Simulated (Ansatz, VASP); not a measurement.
## Two plane-wave programs on InSb

```
In Sb
1.0
    -2.77111    2.77111    1.84787
     2.77111   -2.77111    1.84787
     2.77111    2.77111   -1.84787
In Sb
1 1
Direct
  0.25000 0.75000 0.50000
  0.00000 0.00000 0.00000
```

Alike in both runs: task single point; functional LDA; k mesh 22 × 22 × 22; occupations gaussian, width 0.15 eV; no spin polarisation.

|  | VASP | Ansatz |
| --- | --- | --- |
| version | VASP 6.6.1 | Ansatz 0.2.0 |
| potentials or method | VASP PAW LDA potentials, release 64 (In_d, Sb), cutoff 500 eV | scalar-relativistic, plane waves, PAW |
| valence electrons in the cell | 18 | 28 |

Ansatz gave:

- gap on the k mesh at the Fermi level (eV): none
- pressure (GPa): -1.9
- traceless stress, the component that is largest in VASP (GPa): -2.55

Problem. What did VASP give for the same quantities?

Solution. gap on the k mesh at the Fermi level (eV): none; pressure (GPa): -1.9; traceless stress, the component that is largest in VASP (GPa): -2.58.

LDA's correlation is that of Perdew and Zunger in VASP and of Perdew and Wang (1992) in Ansatz. A gap of «none» marks a metal or a gap that the smearing closes. VASP's potentials hold 18 valence electrons a cell and Ansatz's 28, so a difference there can come from the potentials and not from the codes.

Spin-orbit coupling is off throughout.
